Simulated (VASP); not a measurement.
# NaH (Fm-3m) in VASP: further runs, part 2 of 2

VASP 6.6.1.

## Step 4: Relaxation of cell and atoms, PBE, target pressure 4 GPa, at which the enthalpy is minimised

INCAR reads:

```
PREC     = Accurate       # precision mode
ENCUT    = 500            # plane-wave cutoff, eV
EDIFF    = 1E-7           # SCF threshold, eV
ISMEAR   = 0              # smearing method
SIGMA    = 0.01           # smearing width, eV
LREAL    = F              # projectors in reciprocal space
LASPH    = T              # aspherical terms in the spheres
NELM     = 120            # most SCF steps
ALGO     = Normal         # electronic algorithm
ISIF     = 3              # what is computed and relaxed
LWAVE    = F              # write WAVECAR
LCHARG   = F              # write CHGCAR
GGA      = PE             # functional
IBRION   = 2              # ionic algorithm
NSW      = 80             # ionic steps
EDIFFG   = -0.01          # ionic threshold
PSTRESS  = 40.0         
GGA_COMPAT= F            
NELMIN   = 4
```

KPOINTS reads:

```
regular mesh
0
Gamma
  6 6 6
```

POSCAR reads:

```
NaH
1.0
    0.0000000000      2.4400000000      2.4400000000
    2.4400000000      0.0000000000      2.4400000000
    2.4400000000      2.4400000000      0.0000000000
Na H
1 1
Direct
    0.0000000000      0.0000000000      0.0000000000
    0.5000000000      0.5000000000      0.5000000000
```

Launch:

```bash
cat potpaw_PBE.64/Na_pv/POTCAR potpaw_PBE.64/H/POTCAR > POTCAR
mpirun -np 1 vasp_std > vasp.out
```

It took 17 s on 1 thread of AMD EPYC 7R43 (Zen 3), shared host; peak memory 0.11 GiB.

The run converged. Its results:

| Item | Value |
| --- | --- |
| Free energy | -5.0479 eV |
| Relaxed volume | 12.32 Å³/atom |
| Relaxed cell | a = 3.266 Å, b = 3.266 Å, c = 3.266 Å, α = 60.00°, β = 60.00°, γ = 60.00° |
| Space group after relaxing (to 0.1 Å) | Fm-3m (No. 225) |
| Energy change on relaxing (the run minimises the enthalpy) | +19.0 meV/atom |
| Ionic steps | 4 |
| Pressure after relaxing | 4.1 GPa |
| Band gap on the k mesh | 4.05 eV (least direct gap 4.91 eV) |

Step by step:
```
step  energy change (eV)  largest force (eV/Å)  pressure (GPa)  volume (Å³)
   1              0.0000                0.0000           -0.73        29.05
   2             -0.0001                0.0000            0.78        27.29
   3              0.0267                0.0000            3.34        25.13
   4              0.0379                0.0000            4.07        24.64
```

Final structure:
```cif
data_structure
_symmetry_space_group_name_H-M 'P 1'
_symmetry_Int_Tables_number 1
_cell_length_a 3.2663
_cell_length_b 3.2663
_cell_length_c 3.2663
_cell_angle_alpha 60.000
_cell_angle_beta 60.000
_cell_angle_gamma 60.000
_cell_volume 24.64
loop_
_atom_site_label
_atom_site_type_symbol
_atom_site_fract_x
_atom_site_fract_y
_atom_site_fract_z
_atom_site_occupancy
Na1 Na 0.00000 0.00000 0.00000 1
H1 H 0.50000 0.50000 0.50000 1
```

Levels at points of the mesh, in eV from the valence-band top:
| k point | band 1 | band 2 | band 3 | band 4 | band 5 | band 6 | band 7 | band 8 |
| --- | --- | --- | --- | --- | --- | --- | --- | --- |
| (0.00, 0.00, 0.00) | -21.82 | -21.82 | -21.82 | -3.96 | 11.73 | 16.69 | 16.69 | 16.69 |
| (0.50, 0.00, 0.00) | -21.97 | -21.84 | -21.84 | -0.86 | 4.05 | 11.81 | 14.30 | 14.30 |
| (0.50, 0.50, 0.00) | -21.95 | -21.87 | -21.87 | -0.16 | 4.98 | 10.60 | 11.61 | 11.61 |

Caveat: the cell is relaxed towards a set pressure, so the run minimises the enthalpy, not the energy; the volume moved by over 15 % at a fixed basis, so the end points are rough. Expect the measured gap to be larger: semilocal functionals such as PBE lack the derivative discontinuity.

## Step 5: Relaxation of cell and atoms, PBE, target pressure 6 GPa, at which the enthalpy is minimised

INCAR reads:

```
PREC = Accurate
ENCUT = 500
EDIFF = 1E-7
ISMEAR = 0
SIGMA = 0.01
LREAL = F
LASPH = T
NELM = 120
ALGO = Normal
ISIF = 3
LWAVE = F
LCHARG = F
GGA = PE
IBRION = 2
NSW = 80
EDIFFG = -0.01
PSTRESS = 60.0
GGA_COMPAT = F
NELMIN = 4
```

KPOINTS is that of step 4.

POSCAR is that of step 4.

Launch:

```bash
cat potpaw_PBE.64/Na_pv/POTCAR potpaw_PBE.64/H/POTCAR > POTCAR
mpirun -np 1 vasp_std > vasp.out
```

Wall time 15 s (1 thread of AMD EPYC 7R43 (Zen 3), shared host); peak memory 0.11 GiB.

Results (log left out):

```yaml
Free_energy: -5.0102 eV
Relaxed_volume: 11.72 Å³/atom
Relaxed_cell: a = 3.213 Å, b = 3.213 Å, c = 3.213 Å, α = 60.00°, β = 60.00°, γ = 60.00°
Space_group_after_relaxing_to_0.1_Å: Fm-3m (No. 225)
Energy_change_on_relaxing_the_run_minimises_the_enthalpy: +37.8 meV/atom
Ionic_steps: 4
Pressure_after_relaxing: 6.1 GPa
Band_gap_on_the_k_mesh: 4.14 eV (least direct gap 5.02 eV)
```

The path:
```
step  energy change (eV)  largest force (eV/Å)  pressure (GPa)  volume (Å³)
   1              0.0000                0.0000           -0.73        29.05
   2              0.0052                0.0000            1.54        26.56
   3              0.0534                0.0000            4.95        24.09
   4              0.0756                0.0000            6.11        23.44
```

Final structure:
```xyz
2
Lattice="0.0000 2.2716 2.2716 2.2716 0.0000 2.2716 2.2716 2.2716 0.0000" Properties=species:S:1:pos:R:3 pbc="T T T"
Na    2.2716    4.5432    2.2716
H     2.2716    2.2716    2.2716
```

Levels at points of the mesh, in eV from the valence-band top:
```
           k point  band 1  band 2  band 3  band 4  band 5  band 6  band 7  band 8
(0.00, 0.00, 0.00)  -21.75  -21.75  -21.75   -4.10   12.22   17.09   17.09   17.09
(0.50, 0.00, 0.00)  -21.92  -21.77  -21.77   -0.88    4.14   12.19   14.64   14.64
(0.50, 0.50, 0.00)  -21.90  -21.80  -21.80   -0.17    5.10   10.79   11.96   11.96
```

Caveat: the cell is relaxed towards a set pressure, so the run minimises the enthalpy, not the energy; the volume moved by over 15 % at a fixed basis, so the end points are rough. A hybrid or GW would open this gap; PBE tends to underestimate it.

## Step 6: Relaxation of cell and atoms, PBE, target pressure 8 GPa, at which the enthalpy is minimised

INCAR reads:

```
SYSTEM = NaH
PREC     = Accurate       ! precision mode
ENCUT    = 500            ! plane-wave cutoff, eV
EDIFF    = 1E-7           ! SCF threshold, eV
ISMEAR   = 0              ! smearing method
SIGMA    = 0.01           ! smearing width, eV
LREAL    = .FALSE.        ! projectors in reciprocal space
LASPH    = .TRUE.         ! aspherical terms in the spheres
NELM     = 120            ! most SCF steps
ALGO     = Normal         ! electronic algorithm
ISIF     = 3              ! what is computed and relaxed
LWAVE    = .FALSE.        ! write WAVECAR
LCHARG   = .FALSE.        ! write CHGCAR
GGA      = PE             ! functional
IBRION   = 2              ! ionic algorithm
NSW      = 80             ! ionic steps
EDIFFG   = -0.01          ! ionic threshold
PSTRESS  = 80.0         
GGA_COMPAT= .FALSE.      
NELMIN   = 4
```

KPOINTS reads:

```
regular mesh
0
G
  6 6 6
  0 0 0
```

POSCAR is that of step 5.

Potentials or basis: VASP PAW PBE potentials, release 64 (Na_pv, H).

Launch:

```bash
cat potpaw_PBE.64/Na_pv/POTCAR potpaw_PBE.64/H/POTCAR > POTCAR
mpirun -np 1 vasp_std > vasp.out
```

It took 18 s on 1 thread of AMD EPYC 7R43 (Zen 3), shared host; peak memory 0.11 GiB.

It converged, with:

```yaml
Free_energy: -4.9724 eV
Relaxed_volume: 11.29 Å³/atom
Relaxed_cell: a = 3.172 Å, b = 3.172 Å, c = 3.172 Å, α = 60.00°, β = 60.00°, γ = 60.00°
Space_group_after_relaxing_to_0.1_Å: Fm-3m (No. 225)
Energy_change_on_relaxing_the_run_minimises_the_enthalpy: +56.7 meV/atom
Ionic_steps: 5
Pressure_after_relaxing: 7.9 GPa
Band_gap_on_the_k_mesh: 4.21 eV (least direct gap 5.10 eV)
```

The path:
| step | energy change (eV) | largest force (eV/Å) | pressure (GPa) | volume (Å³) |
| --- | --- | --- | --- | --- |
| 1 | 0.0000 | 0.0000 | -0.73 | 29.05 |
| 2 | 0.0138 | 0.0000 | 2.38 | 25.85 |
| 3 | 0.0846 | 0.0000 | 6.54 | 23.22 |
| 4 | 0.1195 | 0.0000 | 8.18 | 22.45 |
| 5 | 0.1135 | 0.0000 | 7.88 | 22.57 |

Final structure:
```cif
data_structure
_symmetry_space_group_name_H-M 'P 1'
_symmetry_Int_Tables_number 1
_cell_length_a 3.1723
_cell_length_b 3.1723
_cell_length_c 3.1723
_cell_angle_alpha 60.000
_cell_angle_beta 60.000
_cell_angle_gamma 60.000
_cell_volume 22.57
loop_
_atom_site_label
_atom_site_type_symbol
_atom_site_fract_x
_atom_site_fract_y
_atom_site_fract_z
_atom_site_occupancy
Na1 Na 0.00000 0.00000 0.00000 1
H1 H 0.50000 0.50000 0.50000 1
```

Levels at points of the mesh, in eV from the valence-band top:
```tsv
k point	band 1	band 2	band 3	band 4	band 5	band 6	band 7	band 8
(0.00, 0.00, 0.00)	-21.69	-21.69	-21.69	-4.22	12.61	17.40	17.40	17.40
(0.50, 0.00, 0.00)	-21.89	-21.71	-21.71	-0.89	4.21	12.49	14.89	14.89
(0.50, 0.50, 0.00)	-21.86	-21.75	-21.75	-0.18	5.19	10.94	12.23	12.23
```

Caveat: the cell is relaxed towards a set pressure, so the run minimises the enthalpy, not the energy; the volume moved by over 15 % at a fixed basis, so the end points are rough.

## Step 7: The runs side by side

```csv
cell,gap on the mesh (eV),pressure (GPa)
relaxed,3.80,-0.1
relaxed to 2 GPa,3.94,2.0
relaxed to 4 GPa,4.05,4.1
relaxed to 6 GPa,4.14,6.1
relaxed to 8 GPa,4.21,7.9
```

Alike in all rows: task relaxation of cell and atoms; level PBE; potentials or basis VASP PAW PBE potentials, release 64 (Na_pv, H); no spin polarisation; k mesh 6 × 6 × 6; cutoff (eV) 500; smearing gaussian 0.01 eV.

Caveats: the cell is relaxed towards a set pressure, so the run minimises the enthalpy, not the energy (at least some runs); the volume moved by over 15 % at a fixed basis, so the end points are rough (at least some runs).

Total energies depend on the potentials used, so only differences within one code and one set of settings carry meaning.
